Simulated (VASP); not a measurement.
Mo, 2 atoms in the cell. It takes space group Fd-3m (No. 227, cubic). The conventional cell has a = 4.846 Å, b = 4.846 Å, c = 4.846 Å, α = 90.00°, β = 90.00°, γ = 90.00°. Mo (site symmetry -43m) has 4 Mo at 2.10 Å within 2.8 Å. This isn't the form of Mo at room conditions, which is bcc.

- Program: VASP 6.6.1
- Task: relaxation of cell and atoms
- Functional: PBE
- Potentials or basis: VASP PAW PBE potentials, release 64 (Mo_sv)
- Cutoff: 500 eV
- k mesh: 13 × 13 × 13
- Occupations: fermi-dirac, width 0.08 eV
- Spin: no spin polarisation
- Target pressure: 100 GPa
- Dipole correction: no
- Further INCAR settings: ALGO = Normal; EDIFF = 1e-07; IBRION = 2; EDIFFG = -0.005; NSW = 60; ISIF = 3

Potentials or basis: VASP PAW PBE potentials, release 64 (Mo_sv).

Launch:

```bash
$ cat potpaw_PBE.64/Mo_sv/POTCAR > POTCAR
$ mpirun -np 1 vasp_std > vasp.out
```

Hardware: 1 thread of Intel(R) Xeon(R) 6975P-C (Granite Rapids) (shared host).

Problem. Estimate the wall time of this run.

Solution. It took 3.2 min on 1 thread of Intel(R) Xeon(R) 6975P-C (Granite Rapids), on a shared host, peak memory 0.18 GiB. Counts: scf iterations 106, k points 84, ion steps 17.
